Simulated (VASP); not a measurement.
A run of VASP 6.6.1 is set up as follows.

File INCAR:

```
SYSTEM = C
PREC = Accurate
ENCUT = 520
EDIFF = 1E-6
ISMEAR = 0
SIGMA = 0.1
LREAL = .False.
LASPH = .True.
NELM = 80
ALGO = Normal
ISIF = 2
LWAVE = .False.
LCHARG = .False.
GGA = PE
NBANDS = 16
```

The input KPOINTS:

```
regular mesh
0
Gamma
  1 1 1
  0 0 0
```

POSCAR

```
C
1.0
    1.2644669065     -2.1902726955      0.0000000000
    1.2644669065      2.1902726955      0.0000000000
    0.0000000000      0.0000000000     10.3249156875
C
4
Direct
    0.0833352127      0.9166647873      0.7500259524
    0.5833352127      0.4166647873      0.2499740476
    0.9166647873      0.0833352127      0.2499740476
    0.4166647873      0.5833352127      0.7500259524
```

Potentials or basis: VASP PAW PBE potentials, release 64 (C).

The run is started by

```bash
$ cat potpaw_PBE.64/C/POTCAR > POTCAR
$ mpirun -np 1 vasp_gam > vasp.out
```

**Question.** Predict the band gap on the k mesh.

**Answer.** 5.46 eV.

**Question.** Predict the pressure.

**Answer.** 0.3 GPa.

Stress tensor (GPa, compression positive):
```
0.49 0.00 0.00
0.00 0.48 0.00
0.00 0.00 0.02
```

Caveat: the k points lie up to 2.87 Å⁻¹ apart; this functional lacks dispersion, which binds the layers, so the pressure and a relaxed spacing across them are unreliable. A k mesh can miss the band edges.
